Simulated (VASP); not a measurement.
A run of VASP 6.6.1 is set up as follows.

The input INCAR:

```
  PREC = Accurate
  ENCUT = 520
  EDIFF = 1E-6
  ISMEAR = 0
  SIGMA = 0.1
  LREAL = False
  LASPH = True
  NELM = 60
  ALGO = Normal
  ISIF = 2
  LWAVE = False
  LCHARG = False
  GGA = PE
  NBANDS = 12
```

File KPOINTS:

```
Automatic mesh
0
Gamma
  6 6 6
```

The input POSCAR:

```
SiO
1.0
    0.0000000000      2.4285359820      2.4285359820
    2.4285359820      0.0000000000      2.4285359820
    2.4285359820      2.4285359820      0.0000000000
Si O
1 1
Direct
    0.0000000000      0.0000000000      0.0000000000
    0.7500000000      0.7500000000      0.7500000000
```

Potentials or basis: VASP PAW PBE potentials, release 64 (Si, O).

Run with:

```console
$ cat potpaw_PBE.64/Si/POTCAR potpaw_PBE.64/O/POTCAR > POTCAR
$ mpirun -np 1 vasp_std > vasp.out
```

(1) What does it give for the band gap on the k mesh?

(2) What does it give for the pressure?

Results:

(1) zero (band 5 reaches 6.26 eV, above the bottom of band 6 at 6.25 eV).

(2) 0.0 GPa.

Caveat: the k points lie up to 0.37 Å⁻¹ apart.
